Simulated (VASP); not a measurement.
# AlN (F-43m) in VASP: further runs

AlN is run at these levels: PBE; tasks: single point.

All numbers are computed with VASP 6.6.1; they aren't measurements. Logs are shortened: lines on timing, memory, paths and dates and some standing lists are left out, and cuts for length are marked.

## 1. The cell of the first run

It takes space group F-43m (No. 216, cubic). The conventional cell has a = 4.368 Å, b = 4.368 Å, c = 4.368 Å, α = 90.00°, β = 90.00°, γ = 90.00°. Within 2.5 Å of Al (site symmetry -43m) lie 4 N at 1.89 Å. N (site symmetry -43m) has 4 Al at 1.89 Å within 2.5 Å.

## 2. Single point, PBE

INCAR reads:

```
SYSTEM = AlN
PREC = Accurate
ENCUT = 520
EDIFF = 1E-6
ISMEAR = 0
SIGMA = 0.025
LREAL = .False.
LASPH = .True.
NELM = 60
ALGO = Normal
ISIF = 2
LWAVE = .False.
LCHARG = .True.
GGA = PE
LELF = .True.
LVHAR = .True.
NBANDS = 11
```

KPOINTS reads:

```
Automatic mesh
0
Gamma
  10 10 10
  0 0 0
```

POSCAR reads:

```
AlN
1.0
    0.0000000000      2.1839935596      2.1839935596
    2.1839935596      0.0000000000      2.1839935596
    2.1839935596      2.1839935596      0.0000000000
Al N
1 1
Direct
    0.0000000000      0.0000000000      0.0000000000
    0.2500000000      0.2500000000      0.2500000000
```

Potentials or basis: VASP PAW PBE potentials, release 64 (Al, N).

The run is started by

```sh
$ cat potpaw_PBE.64/Al/POTCAR potpaw_PBE.64/N/POTCAR > POTCAR
$ mpirun -np 1 vasp_std > vasp.out
```

OUTCAR:

```text
SYSTEM = AlN
   PREC = Accurate
   ENCUT = 520
   EDIFF = 1E-6
   ISMEAR = 0
   LREAL = .False.
   LASPH = .True.
   NELM = 60
   ISIF = 2
   GGA = PE

 ion  position               nearest neighbor table
   1  0.000  0.000  0.000-   2 1.89   2 1.89   2 1.89   2 1.89
   2  0.250  0.250  0.250-   1 1.89   1 1.89   1 1.89   1 1.89

  LATTYP: Found a face centered cubic cell.
 ALAT       =     4.3679871192

  Lattice vectors:

 A1 = (   0.0000000000,   2.1839935596,   2.1839935596)
 A2 = (   2.1839935596,   0.0000000000,   2.1839935596)
 A3 = (   2.1839935596,   2.1839935596,   0.0000000000)

Analysis of symmetry for initial positions (statically):
=====================================================================
 Subroutine PRICEL returns:
 Original cell was already a primitive cell.

 Routine SETGRP: Setting up the symmetry group for a
 face centered cubic supercell.

 Subroutine GETGRP returns: Found 24 space group operations
 (whereof 24 operations were pure point group operations)
 out of a pool of 48 trial point group operations.

The static configuration has the point symmetry T_d .

Analysis of symmetry for dynamics (positions and initial velocities):
=====================================================================
 Subroutine PRICEL returns:
 Original cell was already a primitive cell.

 Routine SETGRP: Setting up the symmetry group for a
 face centered cubic supercell.

 Subroutine GETGRP returns: Found 24 space group operations
 (whereof 24 operations were pure point group operations)
 out of a pool of 48 trial point group operations.

The dynamic configuration has the point symmetry T_d .

 Subroutine INISYM returns: Found 24 space group operations
 (whereof 24 operations are pure point group operations),
 and found     1 'primitive' translations

----------------------------------------------------------------------------------------

                                     Primitive cell

  volume of cell :      20.8345

  direct lattice vectors                    reciprocal lattice vectors
     0.000000000  2.183993560  2.183993560    -0.228938404  0.228938404  0.228938404
     2.183993560  0.000000000  2.183993560     0.228938404 -0.228938404  0.228938404
     2.183993560  2.183993560  0.000000000     0.228938404  0.228938404 -0.228938404

  length of vectors
     3.088633312  3.088633312  3.088633312     0.396532948  0.396532948  0.396532948

  position of ions in fractional coordinates (direct lattice)
     0.000000000  0.000000000  0.000000000
     0.250000000  0.250000000  0.250000000

[... 85 lines left out ...]
   TEBEG  =    0.0;   TEEND  =   0.0 temperature during run
   PSTRESS=    0.0 pullay stress
   NELECT =       8.0000    total number of electrons
   NUPDOWN=      -1.0000    fix difference up-down
   EMIN   =  10.00;   EMAX   =-10.00  energy-range for DOS
   EFERMI =   0.00;   METHOD = LEGACY
   ISMEAR =     0;   SIGMA  =   0.03  broadening in eV -4-tet -1-fermi 0-gaus
   EFERMI_NEDOS =   21; number of points for ismear=-14 and -15
   IALGO  =     38    algorithm
   IMIX   =      4    mixing-type and parameters
     AMIX     =   0.40;   BMIX     =  1.00
     AMIX_MAG =   1.60;   BMIX_MAG =  1.00
  volume/ion in A,a.u.               =      10.42        70.30
  Fermi-wavevector in a.u.,A,eV,Ry     =   1.189899  2.248583 19.263943  1.415860
  Thomas-Fermi vector in A             =   2.325996
   LORBIT       =      0    0 simple, 1 ext, 2 COOP (PROOUT), +10 PAW based schemes
   GGA     = PE    functional components
   LHFCALC =     F    Hartree Fock is set to
   AEXX    =    0.0000 exact exchange contribution
   IVDW    =     0    specifies the selected vdW correction
   LEPSILON=     F    determine dielectric tensor
   LRPA    =     F    only Hartree local field effects (RPA)
 non-spin polarized calculation
 Gauss-broadening in eV      SIGMA  =   0.03
  energy-cutoff  :      520.00
  volume of cell :       20.83
 maximum number of plane-waves:       571
   NGX = 11   NGY = 11   NGZ = 11

 number of electron       8.0000000 magnetization

 Free energy of the ion-electron system (eV)
  ---------------------------------------------------
  ext. energy  EPLUGINS =         0.00000000
  ---------------------------------------------------
  free energy    TOTEN  =       -14.84044915 eV

  energy without entropy =      -14.84044915  energy(sigma->0) =      -14.84044915

 E-fermi :   6.1218     XC(G=0): -10.9337

 val. band max:        5.9700078204   @ k =   0.0000   0.0000   0.0000
 cond. band min:       9.2877574328   @ k =   0.5000   0.5000   0.0000
 fundamental gap:      3.3177496124
 Fermi energy:         6.1218373500

 k-point     1 :       0.0000    0.0000    0.0000
  band No.  band energies     occupation
      1      -9.0107      2.00000
      2       5.9700      2.00000
      3       5.9700      2.00000
      4       5.9700      2.00000
      5      10.1659      0.00000
      6      18.5304      0.00000
      7      18.5304      0.00000
      8      18.5304      0.00000
      9      23.6587      0.00000
     10      23.6587      0.00000
     11      25.0606      0.00000
[... 309 lines left out ...]
 k-point    24 :       0.4000    0.3000    0.0000
  band No.  band energies     occupation
      1      -7.0039      2.00000
      2       1.8217      2.00000
      3       4.2689      2.00000
      4       4.5674      2.00000
      5      10.8859      0.00000
      6      15.5056      0.00000
      7      18.2228      0.00000
      8      20.5588      0.00000
      9      21.0687      0.00000
     10      27.2834      0.00000
     11      29.5348      0.00000

 [... further k-points ...]

------------------------ aborting loop because EDIFF is reached ----------------------------------------

  FORCE on cell =-STRESS in cart. coord.  units (eV):
  Direction    XX          YY          ZZ          XY          YZ          ZX
  --------------------------------------------------------------------------------------
  -------------------------------------------------------------------------------------
  Total        0.5961647      0.5961647      0.5961647      0.0000000      0.0000000     -0.0000000
  in kB       45.8450834     45.8450834     45.8450834      0.0000000      0.0000000     -0.0000000
  external PRESSURE =      45.8450834 kB  Pullay stress =       0.0000000 kB

 VOLUME and BASIS-vectors are now :
 -----------------------------------------------------------------------------
  energy-cutoff  :      520.00
  volume of cell :       20.83
      direct lattice vectors                 reciprocal lattice vectors
     0.000000000  2.183993560  2.183993560    -0.228938404  0.228938404  0.228938404
     2.183993560  0.000000000  2.183993560     0.228938404 -0.228938404  0.228938404
     2.183993560  2.183993560  0.000000000     0.228938404  0.228938404 -0.228938404

 POSITION                                       TOTAL-FORCE (eV/Angst)
 -----------------------------------------------------------------------------------
      0.00000      0.00000      0.00000         0.000000      0.000000      0.000000
      1.09200      1.09200      1.09200        -0.000000     -0.000000     -0.000000
 -----------------------------------------------------------------------------------
    total drift:                                0.000000      0.000000      0.000000

  FREE ENERGIE OF THE ION-ELECTRON SYSTEM (eV)
  ---------------------------------------------------
  free  energy   TOTEN  =       -14.8404491513 eV

  energy  without entropy=      -14.8404491513  energy(sigma->0) =      -14.84044915
```

stdout:

```text
POSCAR found type information on POSCAR AlN
 POSCAR found :  2 types and       2 ions
 scaLAPACK will be used
 LDA part: xc-table for (Slater+PW92), standard interpolation
 POSCAR, INCAR and KPOINTS ok, starting setup
 FFT: planning ... GRIDC
 FFT: planning ... GRID_SOFT
 FFT: planning ... GRID
 WAVECAR not read
 entering main loop
```

Run time: 6.9 s. Hardware: 1 thread of Intel Xeon 6975P-C, shared host; peak memory 0.13 GiB.

What came out:

| Item | Value |
| --- | --- |
| Free energy | -14.8404 eV |
| Pressure | 4.6 GPa |
| Band gap on the k mesh | 3.32 eV, indirect (least direct gap 4.20 eV) |

Levels at points of the mesh, in eV from the valence-band top:
```
           k point  band 2  band 3  band 4  band 5  band 6  band 7
(0.00, 0.00, 0.00)    0.00    0.00    0.00    4.20   12.56   12.56
(0.50, 0.00, 0.00)   -5.85   -0.48   -0.48    7.38    9.86   11.15
(0.50, 0.50, 0.00)   -4.90   -1.77   -1.77    3.32    8.62   13.96
```

A k mesh can miss the band edges.

## 3. Single point, PBE

INCAR reads:

```
PREC     = Accurate       # precision mode
ENCUT    = 520            # plane-wave cutoff, eV
EDIFF    = 1E-6           # SCF threshold, eV
ISMEAR   = 0              # smearing method
SIGMA    = 0.026000000000000002 # smearing width, eV
LREAL    = False          # projectors in reciprocal space
LASPH    = True           # aspherical terms in the spheres
NELM     = 100            # most SCF steps
ALGO     = Normal         # electronic algorithm
ISIF     = 2              # what is computed and relaxed
LWAVE    = False          # write WAVECAR
LCHARG   = False          # write CHGCAR
GGA      = PE             # functional
NBANDS   = 11             # bands
```

KPOINTS reads:

```
Automatic mesh
0
Gamma
  10 10 10
```

POSCAR is that of step 2.

Potentials or basis: VASP PAW PBE potentials, release 64 (Al, N).

The run is started by

```sh
$ cat potpaw_PBE.64/Al/POTCAR potpaw_PBE.64/N/POTCAR > POTCAR
$ mpirun -np 1 vasp_std > vasp.out
```

Wall time 6.8 s (1 thread of Intel Xeon 6975P-C, shared host); peak memory 0.14 GiB.

The run converged. Its results:

```yaml
Free_energy: -14.8404 eV
Pressure: 4.6 GPa
Band_gap_on_the_k_mesh: 3.32 eV, indirect (least direct gap 4.20 eV)
```

Levels at points of the mesh, in eV from the valence-band top:
```
           k point  band 1  band 2  band 3  band 4  band 5  band 6  band 7  band 8
(0.00, 0.00, 0.00)  -14.98    0.00    0.00    0.00    4.20   12.56   12.56   12.56
(0.50, 0.00, 0.00)  -12.93   -5.85   -0.48   -0.48    7.38    9.86   11.15   11.15
(0.50, 0.50, 0.00)  -12.30   -4.90   -1.77   -1.77    3.32    8.62   13.96   15.73
```

A k mesh can miss the band edges.
